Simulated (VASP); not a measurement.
Here is a VASP 6.6.1 calculation.

Contents of INCAR:

```
SYSTEM = WSe2
  PREC = Accurate
  ENCUT = 520
  EDIFF = 1E-6
  ISMEAR = 0
  SIGMA = 0.02
  LREAL = .FALSE.
  LASPH = .TRUE.
  NELM = 80
  ALGO = Normal
  ISIF = 2
  LWAVE = .FALSE.
  LCHARG = .FALSE.
  GGA = PS
  NBANDS = 20
```

Contents of KPOINTS:

```
Automatic mesh
0
G
  12 12 2
  0 0 0
```

The input POSCAR:

```
WSe2
1.0
    3.2211988883      0.0000000000      0.0000000000
   -1.6105994441      2.7896400679      0.0000000000
    0.0000000000      0.0000000000     17.6608899889
W Se
1 2
Direct
    0.0000000000      0.0000000000      0.0000000000
    0.3333333333      0.6666666667      0.0965361852
    0.3333333333      0.6666666667      0.9034638148
```

Potentials or basis: VASP PAW PBE potentials, release 64 (W_sv, Se).

The run is started by

```bash
$ cat potpaw_PBE.64/W_sv/POTCAR potpaw_PBE.64/Se/POTCAR > POTCAR
$ mpirun -np 1 vasp_std > vasp.out
```

Problem. What does it give for the band gap on the k mesh?

Solution. 1.55 eV, indirect (least direct gap 1.94 eV).

Problem. Estimate the largest force.

Solution. 0.171 eV/Å.

Forces on the atoms (eV/Å):
```
W    0.000  0.000  0.000
Se   0.000  0.000 -0.171
Se   0.000  0.000  0.171
```

Caveat: the cell differs from its parent crystal (uniaxial strain along c: +6.0 %); the PAW data sets were made with another functional, which shifts forces and pressure a little; spin-orbit coupling is left out, which moves the levels of the heavy elements.
